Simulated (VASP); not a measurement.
# WS in VASP: further runs

WS is run at these levels: r2SCAN; tasks: single point.

All numbers are computed with VASP 6.6.1; they aren't measurements. Logs are shortened: lines on timing, memory, paths and dates and some standing lists are left out, and cuts for length are marked.

### Step 1. The cell of the first run

The cell holds a slab with vacuum, 4 atoms: a = 3.181 Å, b = 3.181 Å, c = 31.951 Å, α = 90.00°, β = 90.00°, γ = 120.00°.

### Step 2. Single point, r2SCAN

POSCAR

```
WS
1.0
    3.1810953945      0.0000000000      0.0000000000
   -1.5905476972      2.7549094235      0.0000000000
    0.0000000000      0.0000000000     31.9507399470
W S
2 2
Direct
    0.3333333333      0.6666666667      0.2347363477
    0.3333333333      0.6666666667      0.7652636523
    0.6666666667      0.3333333333      0.2835329282
    0.6666666667      0.3333333333      0.7164670718
```

INCAR.step1

```
SYSTEM = WS
  PREC = Accurate
  ENCUT = 520
  ISMEAR = 0
  SIGMA = 0.05
  LREAL = .False.
  LASPH = .True.
  NELM = 80
  LDIPOL = .True.
  IDIPOL = 3
  DIPOL = 0.5 0.5 0.500
  NBANDS = 28
  GGA = PE
  ALGO = Normal
  EDIFF = 1E-4
  LWAVE = .True.
  LCHARG = .False.
```

INCAR.step2

```
SYSTEM = WS
  PREC = Accurate
  ENCUT = 520
  EDIFF = 1E-7
  ISMEAR = 0
  SIGMA = 0.05
  LREAL = .False.
  LASPH = .True.
  NELM = 80
  ALGO = Normal
  ISIF = 2
  LWAVE = .False.
  LCHARG = .False.
  LDIPOL = .True.
  IDIPOL = 3
  DIPOL = 0.5 0.5 0.500
  METAGGA = R2SCAN
  LMIXTAU = .True.
  NBANDS = 28
  ISTART = 1
```

KPOINTS

```
Automatic mesh
0
Gamma
  9 9 1
  0 0 0
```

Potentials or basis: VASP PAW PBE potentials, release 64 (W_sv, S).

On the command line:

```
cat potpaw_PBE.64/W_sv/POTCAR potpaw_PBE.64/S/POTCAR > POTCAR
cp INCAR.step1 INCAR
mpirun -np 1 vasp_std > vasp.out
cp INCAR.step2 INCAR
mpirun -np 1 vasp_std > vasp.out
```

OUTCAR:

```text
SYSTEM = WS
   PREC = Accurate
   ENCUT = 520
   EDIFF = 1E-7
   ISMEAR = 0
   LREAL = .False.
   LASPH = .True.
   NELM = 80
   ISIF = 2
   METAGGA = R2SCAN
   ISTART = 1

 ion  position               nearest neighbor table
   1  0.333  0.667  0.235-   3 2.41   3 2.41   3 2.41
   2  0.333  0.667  0.765-   4 2.41   4 2.41   4 2.41
   3  0.667  0.333  0.284-   1 2.41   1 2.41   1 2.41
   4  0.667  0.333  0.716-   2 2.41   2 2.41   2 2.41

  LATTYP: Found a hexagonal cell.
 ALAT       =     3.1810953945
 C/A-ratio  =    10.0439427256

  Lattice vectors:

 A1 = (   3.1810953945,   0.0000000000,   0.0000000000)
 A2 = (  -1.5905476972,   2.7549094235,   0.0000000000)
 A3 = (   0.0000000000,   0.0000000000,  31.9507399470)

Analysis of symmetry for initial positions (statically):
=====================================================================
 Subroutine PRICEL returns:
 Original cell was already a primitive cell.

 Routine SETGRP: Setting up the symmetry group for a
 hexagonal supercell.

 Subroutine GETGRP returns: Found 12 space group operations
 (whereof 12 operations were pure point group operations)
 out of a pool of 24 trial point group operations.

The static configuration has the point symmetry D_3h.

Analysis of symmetry for dynamics (positions and initial velocities):
=====================================================================
 Subroutine PRICEL returns:
 Original cell was already a primitive cell.

 Routine SETGRP: Setting up the symmetry group for a
 hexagonal supercell.

 Subroutine GETGRP returns: Found 12 space group operations
 (whereof 12 operations were pure point group operations)
 out of a pool of 24 trial point group operations.

The dynamic configuration has the point symmetry D_3h.

 Subroutine INISYM returns: Found 12 space group operations
 (whereof 12 operations are pure point group operations),
 and found     1 'primitive' translations

----------------------------------------------------------------------------------------

                                     Primitive cell

  volume of cell :     280.0045

  direct lattice vectors                    reciprocal lattice vectors
     3.181095394  0.000000000  0.000000000     0.314357124  0.181494170  0.000000000
    -1.590547697  2.754909424  0.000000000     0.000000000  0.362988341  0.000000000
     0.000000000  0.000000000 31.950739947     0.000000000  0.000000000  0.031298180

  length of vectors
     3.181095394  3.181095394 31.950739947     0.362988341  0.362988341  0.031298180

  position of ions in fractional coordinates (direct lattice)
     0.333333333  0.666666667  0.234736348
     0.333333333  0.666666667  0.765263652
     0.666666667  0.333333333  0.283532928
     0.666666667  0.333333333  0.716467072

  ion indices of the primitive-cell ions
   primitive index   ion index
                 1           1
                 2           2
                 3           3
                 4           4

----------------------------------------------------------------------------------------

 KPOINTS: Automatic mesh

Automatic generation of k-mesh.
 Grid dimensions read from file:
 generate k-points for:    9    9    1

 Generating k-lattice:

  Cartesian coordinates                     Fractional coordinates (reciprocal lattice)
     0.034928569  0.020166019  0.000000000     0.111111111  0.000000000  0.000000000
     0.000000000  0.040332038  0.000000000     0.000000000  0.111111111  0.000000000
     0.000000000  0.000000000  0.031298180     0.000000000  0.000000000  1.000000000

  Length of vectors
     0.040332038  0.040332038  0.031298180

  Shift w.r.t. Gamma in fractional coordinates (k-lattice)
     0.000000000  0.000000000  0.000000000

 Subroutine IBZKPT returns following result:
 ===========================================

 Found     12 irreducible k-points:

 Following reciprocal coordinates:
            Coordinates               Weight
  0.000000  0.000000  0.000000      1.000000
  0.111111  0.000000  0.000000      6.000000
  0.222222 -0.000000  0.000000      6.000000
  0.333333  0.000000  0.000000      6.000000
  0.444444 -0.000000  0.000000      6.000000
  0.111111  0.111111  0.000000      6.000000
  0.222222  0.111111  0.000000     12.000000
  0.333333  0.111111  0.000000     12.000000
  0.444444  0.111111  0.000000      6.000000
  0.222222  0.222222  0.000000      6.000000
  0.333333  0.222222  0.000000     12.000000
  0.333333  0.333333  0.000000      2.000000
   k-points           NKPTS =     12   k-points in BZ     NKDIM =     12   number of bands    NBANDS=     28
   number of dos      NEDOS =    301   number of ions     NIONS =      4
   total plane-waves  NPLWV = 138240
   dimension x,y,z NGX =    24 NGY =   24 NGZ =  240
   dimension x,y,z NGXF=    48 NGYF=   48 NGZF=  480
   ions per type =               2   2
   NGX,Y,Z   is equivalent  to a cutoff of  12.54, 12.54, 12.49 a.u.
   NGXF,Y,Z  is equivalent  to a cutoff of  25.09, 25.09, 24.98 a.u.
 SYSTEM =  WS
   PREC   = accura    normal or accurate (medium, high low for compatibility)
   ISTART =      1    job   : 0-new  1-cont  2-samecut
   ICHARG =      0    charge: 1-file 2-atom 10-const
   ISPIN  =      1    spin polarized calculation?
   LNONCOLLINEAR =      F non collinear calculations
   LSORBIT =      F    spin-orbit coupling
   LASPH  =      T    aspherical Exc in radial PAW
   ENCUT  =  520.0 eV  38.22 Ry    6.18 a.u.   5.91  5.91 59.41*2*pi/ulx,y,z
   NELM   =     80;   NELMIN=  2; NELMDL=  0     # of ELM steps
   EDIFF  = 0.1E-06   stopping-criterion for ELM
   LREAL  =      F    real-space projection
   EDIFFG = 0.1E-05   stopping-criterion for IOM
   NSW    =      0    number of steps for IOM
   IBRION =     -1    ionic relax: 0-MD 1-quasi-New 2-CG
   NFREE  =      0    steps in history (QN), initial steepest desc. (CG)
   ISIF   =      2    stress and relaxation
   ISYM   =      2    0-nonsym 1-usesym 2-fastsym
   POTIM  = 0.5000    time-step for ionic-motion
   TEBEG  =    0.0;   TEEND  =   0.0 temperature during run
   PSTRESS=    0.0 pullay stress
   NELECT =      40.0000    total number of electrons
   NUPDOWN=      -1.0000    fix difference up-down
   EMIN   =  10.00;   EMAX   =-10.00  energy-range for DOS
   EFERMI =   0.00;   METHOD = LEGACY
   ISMEAR =     0;   SIGMA  =   0.05  broadening in eV -4-tet -1-fermi 0-gaus
   EFERMI_NEDOS =   21; number of points for ismear=-14 and -15
   IALGO  =     38    algorithm
   IMIX   =      4    mixing-type and parameters
     AMIX     =   0.40;   BMIX     =  1.00
     AMIX_MAG =   1.60;   BMIX_MAG =  1.00
  volume/ion in A,a.u.               =      70.00       472.39
  Fermi-wavevector in a.u.,A,eV,Ry     =   0.855802  1.617231  9.964862  0.732397
  Thomas-Fermi vector in A             =   1.972607
   LORBIT       =      0    0 simple, 1 ext, 2 COOP (PROOUT), +10 PAW based schemes
   METAGGA = R2SCAN    functional components
   LHFCALC =     F    Hartree Fock is set to
   AEXX    =    0.0000 exact exchange contribution
   IVDW    =     0    specifies the selected vdW correction
   LEPSILON=     F    determine dielectric tensor
   LRPA    =     F    only Hartree local field effects (RPA)
 non-spin polarized calculation
 Gauss-broadening in eV      SIGMA  =   0.05
  energy-cutoff  :      520.00
  volume of cell :      280.00
 maximum number of plane-waves:      7588
 NGX is ok and might be reduce to    24
   NGX = 11   NGY = 11   NGZ =119

 dipolmoment           0.000000      0.000000     -0.000000 electrons x Angstroem

 number of electron      40.0000000 magnetization

 dipolmoment           0.000000      0.000000      0.000000 electrons x Angstroem

 Free energy of the ion-electron system (eV)
  ---------------------------------------------------
  ext. energy  EPLUGINS =         0.00000000
  ---------------------------------------------------
  free energy    TOTEN  =      -116.57346244 eV

  energy without entropy =     -116.57346244  energy(sigma->0) =     -116.57346244

 E-fermi :  -1.8291     XC(G=0):  -3.9950

 val. band max:       -2.1296940528   @ k =   0.4444  -0.0000   0.0000
 cond. band min:      -1.5299466242   @ k =   0.1111   0.1111   0.0000
 fundamental gap:      0.5997474286
 Fermi energy:        -1.8291443986

 k-point     1 :       0.0000    0.0000    0.0000
  band No.  band energies     occupation
      1     -78.1329      2.00000
      2     -78.1329      2.00000
      3     -41.7509      2.00000
      4     -41.7509      2.00000
      5     -41.4144      2.00000
      6     -41.4144      2.00000
[... 20 lines left out ...]
     27       1.4263      0.00000
     28       1.4263      0.00000

 k-point     2 :       0.1111    0.0000    0.0000
  band No.  band energies     occupation
      1     -78.1308      2.00000
      2     -78.1308      2.00000
      3     -41.7450      2.00000
      4     -41.7450      2.00000
      5     -41.4527      2.00000
      6     -41.4527      2.00000
[... 20 lines left out ...]
     27       1.5776      0.00000
     28       1.5776      0.00000

 k-point     3 :       0.2222   -0.0000    0.0000
  band No.  band energies     occupation
      1     -78.1255      2.00000
      2     -78.1255      2.00000
      3     -41.7300      2.00000
      4     -41.7300      2.00000
      5     -41.5485      2.00000
      6     -41.5485      2.00000
[... 20 lines left out ...]
     27       1.7928      0.00000
     28       1.7928      0.00000

 k-point     4 :       0.3333    0.0000    0.0000
  band No.  band energies     occupation
      1     -78.1195      2.00000
      2     -78.1195      2.00000
      3     -41.7134      2.00000
      4     -41.7134      2.00000
      5     -41.6553      2.00000
      6     -41.6553      2.00000
[... 20 lines left out ...]
     27       2.6420      0.00000
     28       2.6425      0.00000

 k-point     5 :       0.4444   -0.0000    0.0000
  band No.  band energies     occupation
      1     -78.1155      2.00000
      2     -78.1155      2.00000
      3     -41.7272      2.00000
      4     -41.7272      2.00000
      5     -41.6994      2.00000
      6     -41.6994      2.00000
[... 20 lines left out ...]
     27       3.4143      0.00000
     28       3.4144      0.00000

 k-point     6 :       0.1111    0.1111    0.0000
  band No.  band energies     occupation
      1     -78.1271      2.00000
      2     -78.1271      2.00000
      3     -41.7345      2.00000
      4     -41.7345      2.00000
      5     -41.5163      2.00000
      6     -41.5163      2.00000
[... 20 lines left out ...]
     27       1.9259      0.00000
     28       1.9263      0.00000

 k-point     7 :       0.2222    0.1111    0.0000
  band No.  band energies     occupation
      1     -78.1214      2.00000
      2     -78.1214      2.00000
      3     -41.7186      2.00000
      4     -41.7186      2.00000
      5     -41.6098      2.00000
      6     -41.6098      2.00000
[... 20 lines left out ...]
     27       2.5554      0.00000
     28       2.5561      0.00000

 k-point     8 :       0.3333    0.1111    0.0000
  band No.  band energies     occupation
      1     -78.1164      2.00000
      2     -78.1164      2.00000
      3     -41.7065      2.00000
      4     -41.7065      2.00000
      5     -41.6886      2.00000
      6     -41.6886      2.00000
[... 20 lines left out ...]
     27       3.3269      0.00000
     28       3.3271      0.00000

 k-point     9 :       0.4444    0.1111    0.0000
  band No.  band energies     occupation
      1     -78.1145      2.00000
      2     -78.1145      2.00000
      3     -41.7241      2.00000
      4     -41.7241      2.00000
      5     -41.6970      2.00000
      6     -41.6970      2.00000
[... 20 lines left out ...]
     27       3.4590      0.00000
     28       3.4590      0.00000

 k-point    10 :       0.2222    0.2222    0.0000
  band No.  band energies     occupation
      1     -78.1168      2.00000
      2     -78.1168      2.00000
      3     -41.7056      2.00000
      4     -41.7056      2.00000
      5     -41.6612      2.00000
      6     -41.6612      2.00000
[... 20 lines left out ...]
     27       3.3669      0.00000
     28       3.3673      0.00000

 k-point    11 :       0.3333    0.2222    0.0000
  band No.  band energies     occupation
      1     -78.1138      2.00000
      2     -78.1138      2.00000
      3     -41.6967      2.00000
      4     -41.6967      2.00000
      5     -41.6860      2.00000
      6     -41.6860      2.00000
[... 20 lines left out ...]
     27       3.4315      0.00000
     28       3.4316      0.00000

 k-point    12 :       0.3333    0.3333    0.0000
  band No.  band energies     occupation
      1     -78.1127      2.00000
      2     -78.1127      2.00000
      3     -41.6923      2.00000
      4     -41.6923      2.00000
      5     -41.6485      2.00000
      6     -41.6485      2.00000
[... 20 lines left out ...]
     27       3.2289      0.00000
     28       3.2289      0.00000

------------------------ aborting loop because EDIFF is reached ----------------------------------------

 vacuum level on the upper side and lower side of the slab       (xc-potential included)        -0.026        -0.026

  FORCE on cell =-STRESS in cart. coord.  units (eV):
  Direction    XX          YY          ZZ          XY          YZ          ZX
  --------------------------------------------------------------------------------------
  -------------------------------------------------------------------------------------
  Total      -12.0743205    -12.0743205     -2.3814031     -0.0000000      0.0000000      0.0000000
  in kB      -69.0889108    -69.0889108    -13.6263190     -0.0000000      0.0000000      0.0000000
  external PRESSURE =     -50.6013802 kB  Pullay stress =       0.0000000 kB

 VOLUME and BASIS-vectors are now :
 -----------------------------------------------------------------------------
  energy-cutoff  :      520.00
  volume of cell :      280.00
      direct lattice vectors                 reciprocal lattice vectors
     3.181095394  0.000000000  0.000000000     0.314357124  0.181494170  0.000000000
    -1.590547697  2.754909424  0.000000000     0.000000000  0.362988341  0.000000000
     0.000000000  0.000000000 31.950739947     0.000000000  0.000000000  0.031298180

 POSITION                                       TOTAL-FORCE (eV/Angst)
 -----------------------------------------------------------------------------------
     -0.00000      1.83661      7.50000         0.000000     -0.000000      0.751236
     -0.00000      1.83661     24.45074        -0.000000     -0.000000     -0.751236
      1.59055      0.91830      9.05909         0.000000      0.000000     -0.752222
      1.59055      0.91830     22.89165        -0.000000      0.000000      0.752222
 -----------------------------------------------------------------------------------
    total drift:                                0.000000     -0.000000     -0.000000

  FREE ENERGIE OF THE ION-ELECTRON SYSTEM (eV)
  ---------------------------------------------------
  free  energy   TOTEN  =      -116.5734624420 eV

  energy  without entropy=     -116.5734624420  energy(sigma->0) =     -116.57346244

 vacuum level on the upper side and lower side of the slab         2.944         2.944
```

Run time: 6.8 min. Hardware: 1 thread of Intel Xeon 6975P-C (Granite Rapids), shared host; peak memory 0.43 GiB.

Results:

| Quantity | Value |
| --- | --- |
| Free energy | -116.5735 eV |
| Largest force | 0.752 eV/Å |
| Band gap on the k mesh | 0.60 eV, indirect (least direct gap 0.93 eV) |

Forces on the atoms (eV/Å):
```
W    0.000  0.000  0.751
W    0.000  0.000 -0.751
S    0.000  0.000 -0.752
S    0.000  0.000  0.752
```

Caveat: the PAW data sets were made with another functional, which shifts forces and pressure a little; spin-orbit coupling is left out, which moves the levels of the heavy elements.

### Step 3. Single point, r2SCAN

POSCAR

```
WS
1.0
    3.1810953945      0.0000000000      0.0000000000
   -1.5905476972      2.7549094235      0.0000000000
    0.0000000000      0.0000000000     31.9507399470
W S
2 2
Direct
    0.3333333333      0.6666666667      0.2346378602
    0.3333333333      0.6666666667      0.7653621438
    0.6666666667      0.3333333333      0.2821631714
    0.6666666667      0.3333333333      0.7178368247
```

INCAR.step1

```
SYSTEM = WS
PREC     = Accurate       ! precision mode
ENCUT    = 520            ! plane-wave cutoff, eV
ISMEAR   = 0              ! smearing method
SIGMA    = 0.05           ! smearing width, eV
LREAL    = .FALSE.        ! projectors in reciprocal space
LASPH    = .TRUE.         ! aspherical terms in the spheres
NELM     = 100            ! most SCF steps
LDIPOL   = .TRUE.       
IDIPOL   = 3            
DIPOL    = 0.5 0.5 0.500
NBANDS   = 28             ! bands
GGA      = PE             ! functional
ALGO     = Normal         ! electronic algorithm
EDIFF    = 1E-4           ! SCF threshold, eV
LWAVE    = .TRUE.         ! write WAVECAR
LCHARG   = .FALSE.        ! write CHGCAR
```

INCAR.step2

```
SYSTEM = WS
PREC     = Accurate       ! precision mode
ENCUT    = 520            ! plane-wave cutoff, eV
EDIFF    = 1E-7           ! SCF threshold, eV
ISMEAR   = 0              ! smearing method
SIGMA    = 0.05           ! smearing width, eV
LREAL    = .FALSE.        ! projectors in reciprocal space
LASPH    = .TRUE.         ! aspherical terms in the spheres
NELM     = 100            ! most SCF steps
ALGO     = Normal         ! electronic algorithm
ISIF     = 2              ! what is computed and relaxed
LWAVE    = .FALSE.        ! write WAVECAR
LCHARG   = .FALSE.        ! write CHGCAR
LDIPOL   = .TRUE.       
IDIPOL   = 3            
DIPOL    = 0.5 0.5 0.500
METAGGA  = R2SCAN         ! meta-GGA
LMIXTAU  = .TRUE.       
NBANDS   = 28             ! bands
ISTART   = 1
```

KPOINTS

```
regular mesh
0
G
  9 9 1
  0 0 0
```

Potentials or basis: VASP PAW PBE potentials, release 64 (W_sv, S).

On the command line:

```
cat potpaw_PBE.64/W_sv/POTCAR potpaw_PBE.64/S/POTCAR > POTCAR
cp INCAR.step1 INCAR
mpirun -np 1 vasp_std > vasp.out
cp INCAR.step2 INCAR
mpirun -np 1 vasp_std > vasp.out
```

Wall time 6.3 min (1 thread of Intel Xeon 6975P-C (Granite Rapids), shared host); peak memory 0.43 GiB.

It converged, with:

* Free energy: -116.6049 eV
* Largest force: 0.013 eV/Å
* Band gap on the k mesh: 0.63 eV, indirect (least direct gap 0.78 eV)

Forces in eV/Å, atoms in the order of the input:
```
W    0.000  0.000  0.012
W    0.000  0.000 -0.012
S    0.000  0.000 -0.013
S    0.000  0.000  0.013
```

Levels at points of the mesh, in eV from the valence-band top:
```csv
k point,band 16,band 17,band 18,band 19,band 20,band 21,band 22,band 23,band 24,band 25
"(0.00, 0.00, 0.00)",-2.53,-0.40,-0.40,0.00,0.00,0.77,0.77,0.77,0.77,3.72
```

Caveat: the PAW data sets were made with another functional, which shifts forces and pressure a little; spin-orbit coupling is left out, which moves the levels of the heavy elements.
